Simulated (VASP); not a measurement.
PbO: single point with LDA

The system is PbO.

```xyz
4
Lattice="3.9744 0.0000 0.0000 0.0000 3.9744 0.0000 0.0000 0.0000 5.0220" Properties=species:S:1:pos:R:3 pbc="T T T"
Pb    0.0000    1.9872    1.1807
Pb    1.9872    0.0000    3.8413
O     0.0000    0.0000    0.0500
O     1.9872    1.9872    0.0500
```

This cell differs from its parent crystal: all O atoms moved +0.050 Å, as atom 3 along Cartesian [0 0 1].

| Quantity | Value |
| --- | --- |
| Program | VASP 6.6.1 |
| Task | single point |
| Functional | LDA |
| Potentials or basis | VASP PAW LDA potentials, release 64 (Pb_d, O_h) |
| Cutoff | 910 eV |
| k mesh | 8 × 8 × 6 |
| Occupations | gaussian, width 0.05 eV |
| Spin | no spin polarisation |
| Dipole correction | no |
| Further INCAR settings | ALGO = Normal; EDIFF = 1e-06; NBANDS = 28 |

```yaml
Pressure: -1.7 GPa
Largest_force: 0.500 eV/Å
Band_gap_on_the_k_mesh: 1.18 eV (least direct gap 2.23 eV)
```

Forces on the atoms (eV/Å):
```
Pb   0.000  0.000  0.336
Pb   0.000  0.000  0.500
O    0.000  0.000 -0.418
O    0.000  0.000 -0.418
```

Stress tensor (GPa, compression positive):
```
-1.80  0.00  0.00
 0.00 -1.80  0.00
 0.00  0.00 -1.46
```

Levels at points of the mesh, in eV from the valence-band top:
```tsv
k point	band 16	band 17	band 18	band 19	band 20	band 21	band 22	band 23	band 24	band 25
(0.00, 0.00, 0.00)	-4.38	-1.74	-1.73	-1.73	-0.02	2.30	5.28	5.58	5.58	6.55
(0.50, 0.00, 0.00)	-3.27	-3.17	-3.02	-1.75	-1.59	3.26	3.39	6.34	6.45	6.54
(0.50, 0.50, 0.00)	-3.51	-1.80	-1.50	-1.11	-1.06	1.18	1.18	5.06	5.33	7.78
(0.00, 0.00, 0.50)	-4.22	-1.78	-1.75	-1.75	-0.95	1.79	3.95	3.95	4.21	8.65
(0.50, 0.00, 0.50)	-3.73	-3.14	-2.98	-1.13	-0.86	2.93	3.10	6.08	6.49	7.16
(0.50, 0.50, 0.50)	-3.96	-2.39	-2.08	-1.11	-1.06	3.41	3.41	4.68	4.68	5.63
```

Wall time 3.5 min on 1 thread of Intel(R) Xeon(R) Platinum 8259CL CPU @ 2.50GHz (Skylake/Cascade Lake), on a shared host, peak memory 0.4 GiB.

Caveat: the cell differs from its parent crystal (all O atoms moved +0.050 Å, as atom 3 along Cartesian [0 0 1]); spin-orbit coupling is left out, which moves the levels of the heavy elements. A k mesh can miss the band edges.
